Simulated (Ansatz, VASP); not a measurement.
## Two plane-wave programs on SiF5

```xyz
12
Lattice="5.8746 0.0000 0.0000 -2.9373 5.0876 0.0000 0.0000 0.0000 6.6158" Properties=species:S:1:pos:R:3 pbc="T T T"
Si    0.0000    3.3917    1.6539
Si    2.9373    1.6959    4.9618
F     1.4008    4.2004    1.6539
F     0.0000    1.7742    1.6539
F    -1.4008    4.2004    1.6539
F     0.0000    3.3917    6.5806
F     0.0000    3.3917    3.3430
F     2.9373    3.3133    4.9618
F     4.3381    0.8871    4.9618
F     1.5365    0.8871    4.9618
F     2.9373    1.6959    3.2727
F     2.9373    1.6959    0.0352
```

Alike in both runs: functional PBE; k mesh 4 × 4 × 3; occupations gaussian, width 0.2 eV; no spin polarisation.

Ansatz relaxed the structure, and its values are those at the end. VASP's run is a single point on that final structure, the one shown.

```csv
,VASP,Ansatz
version,VASP 6.6.1,Ansatz 0.2.0
potentials or method,"VASP PAW PBE potentials, release 64 (Si, F), cutoff 520 eV","scalar-relativistic, plane waves, PAW"
valence electrons in the cell,78,78
```

```tsv
	VASP	Ansatz	Ansatz less VASP
pressure (GPa)	0.9	0.5	-0.43
rms of the force components (eV/Å)	0.101	0.009	-0.0922
```

The functional is the same, so the differences come from potentials, cutoffs and numerics.
